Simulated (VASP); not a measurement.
# AsSe4 (P-43m) in VASP: a series of runs

Runs on AsSe4. Level: PBE. Tasks: single point, relaxation of cell and atoms.

Everything below comes from runs of VASP 6.6.1. Logs are shortened: lines on timing, memory, paths and dates and some standing lists are left out, and cuts for length are marked.

## Step 1: The cell of the first run

Symmetry: P-43m, No. 215, cubic system. Conventional cell: a = 5.307 Å, b = 5.307 Å, c = 5.307 Å, α = 90.00°, β = 90.00°, γ = 90.00°. Within 3.0 Å of As (site symmetry -43m) lie 4 Se at 2.30 Å. Within 3.0 Å of Se (site symmetry 3m) lie 1 As at 2.30 Å.

## Step 2: Single point, PBE

INCAR

```
  PREC = Accurate
  ENCUT = 520
  EDIFF = 1E-7
  ISMEAR = 0
  SIGMA = 0.1
  LREAL = False
  LASPH = True
  NELM = 60
  ALGO = Normal
  ISIF = 2
  LWAVE = False
  LCHARG = False
  GGA = PE
  NBANDS = 22
```

KPOINTS

```
Automatic mesh
0
Gamma
  4 4 4
```

POSCAR

```
AsSe4
1.0
    5.3065521300      0.0000000000      0.0000000000
    0.0000000000      5.3065521300      0.0000000000
    0.0000000000      0.0000000000      5.3065521300
As Se
1 4
Direct
    0.0000000000      0.0000000000      0.0000000000
    0.2500000000      0.2500000000      0.2500000000
    0.7500000000      0.7500000000      0.2500000000
    0.2500000000      0.7500000000      0.7500000000
    0.7500000000      0.2500000000      0.7500000000
```

Potentials or basis: VASP PAW PBE potentials, release 64 (As, Se).

On the command line:

```bash
cat potpaw_PBE.64/As/POTCAR potpaw_PBE.64/Se/POTCAR > POTCAR
mpirun -np 1 vasp_std > vasp.out
```

OUTCAR:

```text
PREC = Accurate
   ENCUT = 520
   EDIFF = 1E-7
   ISMEAR = 0
   LREAL = False
   LASPH = True
   NELM = 60
   ISIF = 2
   GGA = PE

 ion  position               nearest neighbor table
   1  0.000  0.000  0.000-   2 2.30   3 2.30   4 2.30   5 2.30
   2  0.250  0.250  0.250-   1 2.30
   3  0.750  0.750  0.250-   1 2.30
   4  0.250  0.750  0.750-   1 2.30
   5  0.750  0.250  0.750-   1 2.30

  LATTYP: Found a simple cubic cell.
 ALAT       =     5.3065521300

  Lattice vectors:

 A1 = (   5.3065521300,   0.0000000000,   0.0000000000)
 A2 = (   0.0000000000,   5.3065521300,   0.0000000000)
 A3 = (   0.0000000000,   0.0000000000,   5.3065521300)

Analysis of symmetry for initial positions (statically):
=====================================================================
 Subroutine PRICEL returns:
 Original cell was already a primitive cell.

 Routine SETGRP: Setting up the symmetry group for a
 simple cubic supercell.

 Subroutine GETGRP returns: Found 24 space group operations
 (whereof 24 operations were pure point group operations)
 out of a pool of 48 trial point group operations.

The static configuration has the point symmetry T_d .

Analysis of symmetry for dynamics (positions and initial velocities):
=====================================================================
 Subroutine PRICEL returns:
 Original cell was already a primitive cell.

 Routine SETGRP: Setting up the symmetry group for a
 simple cubic supercell.

 Subroutine GETGRP returns: Found 24 space group operations
 (whereof 24 operations were pure point group operations)
 out of a pool of 48 trial point group operations.

The dynamic configuration has the point symmetry T_d .

 Subroutine INISYM returns: Found 24 space group operations
 (whereof 24 operations are pure point group operations),
 and found     1 'primitive' translations

----------------------------------------------------------------------------------------

                                     Primitive cell

  volume of cell :     149.4298

  direct lattice vectors                    reciprocal lattice vectors
     5.306552130  0.000000000  0.000000000     0.188446278  0.000000000  0.000000000
     0.000000000  5.306552130  0.000000000     0.000000000  0.188446278  0.000000000
     0.000000000  0.000000000  5.306552130     0.000000000  0.000000000  0.188446278

  length of vectors
     5.306552130  5.306552130  5.306552130     0.188446278  0.188446278  0.188446278

  position of ions in fractional coordinates (direct lattice)
     0.000000000  0.000000000  0.000000000
     0.250000000  0.250000000  0.250000000
     0.750000000  0.750000000  0.250000000
     0.250000000  0.750000000  0.750000000
     0.750000000  0.250000000  0.750000000

  ion indices of the primitive-cell ions
   primitive index   ion index
                 1           1
                 2           2
                 3           3
                 4           4
                 5           5

----------------------------------------------------------------------------------------

 KPOINTS: Automatic mesh

Automatic generation of k-mesh.
 Grid dimensions read from file:
 generate k-points for:    4    4    4

 Generating k-lattice:

  Cartesian coordinates                     Fractional coordinates (reciprocal lattice)
     0.047111570  0.000000000  0.000000000     0.250000000  0.000000000  0.000000000
     0.000000000  0.047111570  0.000000000     0.000000000  0.250000000  0.000000000
     0.000000000  0.000000000  0.047111570     0.000000000  0.000000000  0.250000000

  Length of vectors
     0.047111570  0.047111570  0.047111570

  Shift w.r.t. Gamma in fractional coordinates (k-lattice)
     0.000000000  0.000000000  0.000000000

 Subroutine IBZKPT returns following result:
 ===========================================

 Found     10 irreducible k-points:

 Following reciprocal coordinates:
            Coordinates               Weight
  0.000000  0.000000  0.000000      1.000000
  0.250000  0.000000  0.000000      6.000000
  0.500000  0.000000  0.000000      3.000000
  0.250000  0.250000  0.000000     12.000000
  0.500000  0.250000  0.000000     12.000000
  0.500000  0.500000  0.000000      3.000000
  0.250000  0.250000  0.250000      8.000000
  0.500000  0.250000  0.250000     12.000000
  0.500000  0.500000  0.250000      6.000000
  0.500000  0.500000  0.500000      1.000000
   k-points           NKPTS =     10   k-points in BZ     NKDIM =     10   number of bands    NBANDS=     22
   number of dos      NEDOS =    301   number of ions     NIONS =      5
   total plane-waves  NPLWV =  64000
   dimension x,y,z NGX =    40 NGY =   40 NGZ =   40
   dimension x,y,z NGXF=    80 NGYF=   80 NGZF=   80
   ions per type =               1   4
   NGX,Y,Z   is equivalent  to a cutoff of  12.53, 12.53, 12.53 a.u.
   NGXF,Y,Z  is equivalent  to a cutoff of  25.06, 25.06, 25.06 a.u.
 SYSTEM =  unknown system
   PREC   = accura    normal or accurate (medium, high low for compatibility)
   ISTART =      0    job   : 0-new  1-cont  2-samecut
   ICHARG =      2    charge: 1-file 2-atom 10-const
   ISPIN  =      1    spin polarized calculation?
   LNONCOLLINEAR =      F non collinear calculations
   LSORBIT =      F    spin-orbit coupling
   LASPH  =      T    aspherical Exc in radial PAW
   ENCUT  =  520.0 eV  38.22 Ry    6.18 a.u.   9.87  9.87  9.87*2*pi/ulx,y,z
   NELM   =     60;   NELMIN=  2; NELMDL= -5     # of ELM steps
   EDIFF  = 0.1E-06   stopping-criterion for ELM
   LREAL  =      F    real-space projection
   EDIFFG = 0.1E-05   stopping-criterion for IOM
   NSW    =      0    number of steps for IOM
   IBRION =     -1    ionic relax: 0-MD 1-quasi-New 2-CG
   NFREE  =      0    steps in history (QN), initial steepest desc. (CG)
   ISIF   =      2    stress and relaxation
   ISYM   =      2    0-nonsym 1-usesym 2-fastsym
   POTIM  = 0.5000    time-step for ionic-motion
   TEBEG  =    0.0;   TEEND  =   0.0 temperature during run
   PSTRESS=    0.0 pullay stress
   NELECT =      29.0000    total number of electrons
   NUPDOWN=      -1.0000    fix difference up-down
   EMIN   =  10.00;   EMAX   =-10.00  energy-range for DOS
   EFERMI =   0.00;   METHOD = LEGACY
   ISMEAR =     0;   SIGMA  =   0.10  broadening in eV -4-tet -1-fermi 0-gaus
   EFERMI_NEDOS =   21; number of points for ismear=-14 and -15
   IALGO  =     38    algorithm
   IMIX   =      4    mixing-type and parameters
     AMIX     =   0.40;   BMIX     =  1.00
     AMIX_MAG =   1.60;   BMIX_MAG =  1.00
  volume/ion in A,a.u.               =      29.89       201.68
  Fermi-wavevector in a.u.,A,eV,Ry     =   0.947826  1.791131 12.223110  0.898373
  Thomas-Fermi vector in A             =   2.075956
   LORBIT       =      0    0 simple, 1 ext, 2 COOP (PROOUT), +10 PAW based schemes
   GGA     = PE    functional components
   LHFCALC =     F    Hartree Fock is set to
   AEXX    =    0.0000 exact exchange contribution
   IVDW    =     0    specifies the selected vdW correction
   LEPSILON=     F    determine dielectric tensor
   LRPA    =     F    only Hartree local field effects (RPA)
 non-spin polarized calculation
 Gauss-broadening in eV      SIGMA  =   0.10
  energy-cutoff  :      520.00
  volume of cell :      149.43
 maximum number of plane-waves:      4068
 NGX is ok and might be reduce to    40
   NGX = 19   NGY = 19   NGZ = 19

 number of electron      28.9999990 magnetization

 Free energy of the ion-electron system (eV)
  ---------------------------------------------------
  ext. energy  EPLUGINS =         0.00000000
  ---------------------------------------------------
  free energy    TOTEN  =       -15.99830464 eV

  energy without entropy =      -15.95143950  energy(sigma->0) =      -15.97487207

 E-fermi :   1.3931     XC(G=0):  -8.5011

 val. band max:        1.3507586486   @ k =   0.5000   0.2500   0.2500
 cond. band min:       1.4480790413   @ k =   0.5000   0.5000   0.0000
 fundamental gap:      0.0973203927
 Fermi energy:         1.3930882618

 k-point     1 :       0.0000    0.0000    0.0000
  band No.  band energies     occupation
      1     -13.4746      2.00000
      2     -10.6763      2.00000
      3     -10.6763      2.00000
      4     -10.6763      2.00000
      5      -7.8874      2.00000
      6      -2.4058      2.00000
[... 14 lines left out ...]
     21       7.2047      0.00000
     22       7.7725      0.00000

 k-point     2 :       0.2500    0.0000    0.0000
  band No.  band energies     occupation
      1     -13.3884      2.00000
      2     -10.9461      2.00000
      3     -10.6668      2.00000
      4     -10.6668      2.00000
      5      -7.6084      2.00000
      6      -2.7593      2.00000
[... 14 lines left out ...]
     21       8.0271      0.00000
     22       8.1908      0.00000

 k-point     3 :       0.5000    0.0000    0.0000
  band No.  band energies     occupation
      1     -13.2888      2.00000
      2     -11.2016      2.00000
      3     -10.6572      2.00000
      4     -10.6572      2.00000
      5      -7.3439      2.00000
      6      -3.0859      2.00000
[... 14 lines left out ...]
     21       8.3256      0.00000
     22       9.0235      0.00000
[... 126 lines left out ...]
 k-point     9 :       0.5000    0.5000    0.2500
  band No.  band energies     occupation
      1     -13.1166      2.00000
      2     -10.9456      2.00000
      3     -10.9456      2.00000
      4     -10.8997      2.00000
      5      -7.3599      2.00000
      6      -3.3444      2.00000
[... 14 lines left out ...]
     21       9.0210      0.00000
     22       9.0214      0.00000

 k-point    10 :       0.5000    0.5000    0.5000
  band No.  band energies     occupation
      1     -13.0750      2.00000
      2     -10.9290      2.00000
      3     -10.9290      2.00000
      4     -10.9290      2.00000
      5      -7.5257      2.00000
      6      -3.2798      2.00000
[... 14 lines left out ...]
     21       8.4413      0.00000
     22       8.4413      0.00000

------------------------ aborting loop because EDIFF is reached ----------------------------------------

  FORCE on cell =-STRESS in cart. coord.  units (eV):
  Direction    XX          YY          ZZ          XY          YZ          ZX
  --------------------------------------------------------------------------------------
  -------------------------------------------------------------------------------------
  Total        0.0376225      0.0376225      0.0376225      0.0000000      0.0000000     -0.0000000
  in kB        0.4033857      0.4033857      0.4033857      0.0000000      0.0000000     -0.0000000
  external PRESSURE =       0.4033857 kB  Pullay stress =       0.0000000 kB

 VOLUME and BASIS-vectors are now :
 -----------------------------------------------------------------------------
  energy-cutoff  :      520.00
  volume of cell :      149.43
      direct lattice vectors                 reciprocal lattice vectors
     5.306552130  0.000000000  0.000000000     0.188446278  0.000000000  0.000000000
     0.000000000  5.306552130  0.000000000     0.000000000  0.188446278  0.000000000
     0.000000000  0.000000000  5.306552130     0.000000000  0.000000000  0.188446278

 POSITION                                       TOTAL-FORCE (eV/Angst)
 -----------------------------------------------------------------------------------
      0.00000      0.00000      0.00000         0.000000     -0.000000      0.000000
      1.32664      1.32664      1.32664         0.410680      0.410680      0.410680
      3.97991      3.97991      1.32664        -0.410680     -0.410680      0.410680
      1.32664      3.97991      3.97991         0.410680     -0.410680     -0.410680
      3.97991      1.32664      3.97991        -0.410680      0.410680     -0.410680
 -----------------------------------------------------------------------------------
    total drift:                                0.000000      0.000000      0.000000

  FREE ENERGIE OF THE ION-ELECTRON SYSTEM (eV)
  ---------------------------------------------------
  free  energy   TOTEN  =       -15.9983046445 eV

  energy  without entropy=      -15.9514395002  energy(sigma->0) =      -15.97487207
```

Run time: 21 s. Hardware: 1 thread of AMD EPYC 9R45 (Zen 5), shared host; peak memory 0.21 GiB.

What came out:

```
Free energy : -15.9983 eV
Pressure    : 0.0 GPa
```

## Step 3: Single point, PBE

This run uses another cell than the first one, of 24.18 Å³/atom, 0.809 times its volume.

INCAR

```
  PREC = Accurate
  ENCUT = 520
  EDIFF = 1E-6
  ISMEAR = 0
  SIGMA = 0.1
  LREAL = F
  LASPH = T
  NELM = 80
  ALGO = Normal
  ISIF = 2
  LWAVE = F
  LCHARG = T
  GGA = PE
  LELF = T
  LVHAR = T
  NBANDS = 22
```

KPOINTS

```
regular mesh
0
Gamma
  8 8 8
```

POSCAR

```
AsSe4
1.0
    4.9449597442      0.0000000000      0.0000000000
    0.0000000000      4.9449597442      0.0000000000
    0.0000000000      0.0000000000      4.9449597442
As Se
1 4
Direct
    0.0000000000      0.0000000000      0.0000000000
    0.2813701690      0.2813701690      0.2813701690
    0.7186298310      0.7186298310      0.2813701690
    0.2813701690      0.7186298310      0.7186298310
    0.7186298310      0.2813701690      0.7186298310
```

Potentials or basis: VASP PAW PBE potentials, release 64 (As, Se).

On the command line:

```bash
cat potpaw_PBE.64/As/POTCAR potpaw_PBE.64/Se/POTCAR > POTCAR
mpirun -np 1 vasp_std > vasp.out
```

Run time: 52 s. Hardware: 1 thread of AMD EPYC 9R45 (Zen 5), shared host; peak memory 0.25 GiB.

The run converged. Its results:

```yaml
Free_energy: -16.5522 eV
Pressure: 0.1 GPa
Largest_force: 0.024 eV/Å
```

Forces on the atoms (eV/Å):
```
As   0.000  0.000  0.000
Se   0.014  0.014  0.014
Se  -0.014 -0.014  0.014
Se   0.014 -0.014 -0.014
Se  -0.014  0.014 -0.014
```

Levels at points of the mesh, in eV from the Fermi level:
```csv
k point,band 13,band 14,band 15,band 16,band 17,band 18
"(0.00, 0.00, 0.00)",-0.57,-0.57,0.62,0.62,0.62,2.33
"(0.50, 0.00, 0.00)",-0.82,-0.82,-0.26,-0.26,1.79,2.05
"(0.50, 0.50, 0.00)",-0.14,-0.14,0.00,0.85,2.34,2.44
"(0.50, 0.50, 0.50)",0.16,0.16,0.79,0.79,0.79,3.38
```

## Step 4: Relaxation of cell and atoms, PBE

INCAR

```
PREC = Accurate
ENCUT = 600
EDIFF = 1E-7
ISMEAR = 0
SIGMA = 0.1
LREAL = False
LASPH = True
NELM = 100
ALGO = Normal
ISIF = 3
LWAVE = False
LCHARG = False
GGA = PE
IBRION = 2
NSW = 100
EDIFFG = -0.01
```

KPOINTS

```
Automatic mesh
0
Gamma
  8 8 8
```

POSCAR

```
AsSe4
1.0
    5.3065521300      0.0000000000      0.0000000000
    0.0000000000      5.3065521300      0.0000000000
    0.0000000000      0.0000000000      5.3065521300
As Se
1 4
Direct
    0.0000000000      0.0000000000      0.0000000000
    0.2500000000      0.2500000000      0.2500000000
    0.7500000000      0.7500000000      0.2500000000
    0.2500000000      0.7500000000      0.7500000000
    0.7500000000      0.2500000000      0.7500000000
```

On the command line:

```bash
cat potpaw_PBE.64/As/POTCAR potpaw_PBE.64/Se/POTCAR > POTCAR
mpirun -np 1 vasp_std > vasp.out
```

Run time: 9.5 min. Hardware: 1 thread of AMD EPYC 9R45 (Zen 5), shared host; peak memory 0.31 GiB.

The run converged. Its results:

| Property | Result |
| --- | --- |
| Free energy | -16.5537 eV |
| Relaxed volume | 24.18 Å³/atom |
| Relaxed cell | a = 4.945 Å, b = 4.945 Å, c = 4.945 Å, α = 90.00°, β = 90.00°, γ = 90.00° |
| Space group after relaxing (to 0.05 Å) | P-43m (No. 215) |
| Energy gained by relaxing | 106.2 meV/atom |
| Ionic steps | 14 |
| Pressure after relaxing | 0.0 GPa |

Step by step:
```tsv
step	energy change (eV)	largest force (eV/Å)	pressure (GPa)	volume (Å³)
1	0.0000	0.7274	-0.04	149.43
2	-0.0752	0.3489	-1.53	149.29
3	-0.1061	0.0282	-3.20	149.10
4	-0.1426	0.0213	-3.21	147.21
5	-0.2514	0.0072	-3.10	141.65
6	-0.4433	0.0498	-2.17	130.96
7	-0.3849	0.1847	4.79	111.21
8	-0.5173	0.0716	-0.74	124.26
9	-0.5291	0.0477	0.48	120.13
10	-0.5296	0.0534	0.25	120.81
11	-0.5303	0.0314	0.19	120.75
12	-0.5306	0.0176	0.05	120.62
13	-0.5307	0.0013	0.10	120.67
14	-0.5308	0.0005	0.02	120.89
```

Final structure:
```yaml
crystal:
  lattice:
    - [4.94453, 0.00000, 0.00000]
    - [0.00000, 4.94453, 0.00000]
    - [0.00000, 0.00000, 4.94453]
  atoms:
    - { symbol: As, position: [0.00000, 0.00000, 0.00000] }
    - { symbol: Se, position: [0.28200, 0.28200, 0.28200] }
    - { symbol: Se, position: [0.71800, 0.71800, 0.28200] }
    - { symbol: Se, position: [0.28200, 0.71800, 0.71800] }
    - { symbol: Se, position: [0.71800, 0.28200, 0.71800] }
```

Levels at points of the mesh, in eV from the Fermi level:
```tsv
k point	band 11	band 12	band 13	band 14	band 15	band 16	band 17	band 18
(0.00, 0.00, 0.00)	-1.62	-0.56	-0.56	-0.56	0.60	0.60	0.60	2.34
(0.50, 0.00, 0.00)	-2.19	-1.99	-0.82	-0.82	-0.25	-0.25	1.77	2.03
(0.50, 0.50, 0.00)	-2.66	-2.55	-0.12	-0.12	-0.02	0.86	2.33	2.41
(0.50, 0.50, 0.50)	-1.18	-1.18	0.15	0.15	0.80	0.80	0.80	3.36
```

Caveat: the volume moved by over 15 % at a fixed basis, so the end points are rough.

## Step 5: Relaxation of cell and atoms, PBE

This run uses another cell than the first one, of 24.18 Å³/atom, 0.809 times its volume.

INCAR

```
PREC = Accurate
ENCUT = 600
EDIFF = 1E-6
ISMEAR = 0
SIGMA = 0.1
LREAL = F
LASPH = T
NELM = 80
ALGO = Normal
ISIF = 3
LWAVE = F
LCHARG = F
GGA = PE
IBRION = 2
NSW = 100
EDIFFG = -0.01
```

KPOINTS

```
regular mesh
0
Gamma
  8 8 8
```

POSCAR

```
AsSe4
1.0
    4.9449597442      0.0000000000      0.0000000000
    0.0000000000      4.9449597442      0.0000000000
    0.0000000000      0.0000000000      4.9449597442
As Se
1 4
Direct
    0.0000000000      0.0000000000      0.0000000000
    0.2813701690      0.2813701690      0.2813701690
    0.7186298310      0.7186298310      0.2813701690
    0.2813701690      0.7186298310      0.7186298310
    0.7186298310      0.2813701690      0.7186298310
```

On the command line:

```bash
cat potpaw_PBE.64/As/POTCAR potpaw_PBE.64/Se/POTCAR > POTCAR
mpirun -np 1 vasp_std > vasp.out
```

Wall time 81 s (1 thread of AMD EPYC 9R45 (Zen 5), shared host); peak memory 0.27 GiB.

Results (log left out):

| Quantity | Value |
| --- | --- |
| Free energy | -16.5525 eV |
| Relaxed volume | 24.23 Å³/atom |
| Relaxed cell | a = 4.948 Å, b = 4.948 Å, c = 4.948 Å, α = 90.00°, β = 90.00°, γ = 90.00° |
| Space group after relaxing (to 0.05 Å) | P-43m (No. 215) |
| Energy gained by relaxing | 0.0 meV/atom |
| Ionic steps | 4 |
| Pressure after relaxing | 0.0 GPa |
| Largest force after relaxing | 0.009 eV/Å |

Forces in eV/Å, atoms in the order of the input:
```
As   0.000  0.000  0.000
Se   0.005  0.005  0.005
Se  -0.005 -0.005  0.005
Se   0.005 -0.005 -0.005
Se  -0.005  0.005 -0.005
```

Step by step:
```tsv
step	energy change (eV)	largest force (eV/Å)	pressure (GPa)	volume (Å³)
1	0.0000	0.0233	0.10	120.92
2	-0.0001	0.0118	-0.03	121.18
3	-0.0001	0.0116	-0.04	121.18
4	-0.0002	0.0094	-0.04	121.14
```

Final structure:
```
As Se
1.0
     4.94795    0.00000    0.00000
     0.00000    4.94795    0.00000
     0.00000    0.00000    4.94795
As Se
1 4
Direct
  0.00000 0.00000 0.00000
  0.28160 0.28160 0.28160
  0.71840 0.71840 0.28160
  0.28160 0.71840 0.71840
  0.71840 0.28160 0.71840
```

Levels at points of the mesh, in eV from the Fermi level:
```csv
k point,band 12,band 13,band 14,band 15,band 16,band 17,band 18
"(0.00, 0.00, 0.00)",-0.57,-0.57,-0.57,0.61,0.61,0.61,2.33
"(0.50, 0.00, 0.00)",-1.99,-0.81,-0.81,-0.25,-0.25,1.77,2.05
"(0.50, 0.50, 0.00)",-2.53,-0.13,-0.13,-0.01,0.85,2.33,2.43
"(0.50, 0.50, 0.50)",-1.19,0.15,0.15,0.80,0.80,0.80,3.37
```

## Step 6: Summary

```csv
task,cell,k mesh,cutoff (eV),gap on the mesh (eV),pressure (GPa),relaxed volume (Å³/atom),largest force (eV/Å)
single point,"a = 5.307 Å, 5 atoms",4 × 4 × 4,520,none,0.0,-,-
single point,"a = 4.945 Å, 5 atoms",8 × 8 × 8,520,none,0.1,-,0.02
relaxation of cell and atoms,"relaxed from a = 5.307 Å, 5 atoms",8 × 8 × 8,600,none,0.0,24.18,-
relaxation of cell and atoms,"relaxed from a = 4.945 Å, 5 atoms",8 × 8 × 8,600,none,0.0,24.23,0.01
```

Alike in all rows: level PBE; potentials or basis VASP PAW PBE potentials, release 64 (As, Se); no spin polarisation; smearing gaussian 0.1 eV.

Caveats: the volume moved by over 15 % at a fixed basis, so the end points are rough (some runs).

Total energies depend on the potentials used, so only differences within one code and one set of settings carry meaning.
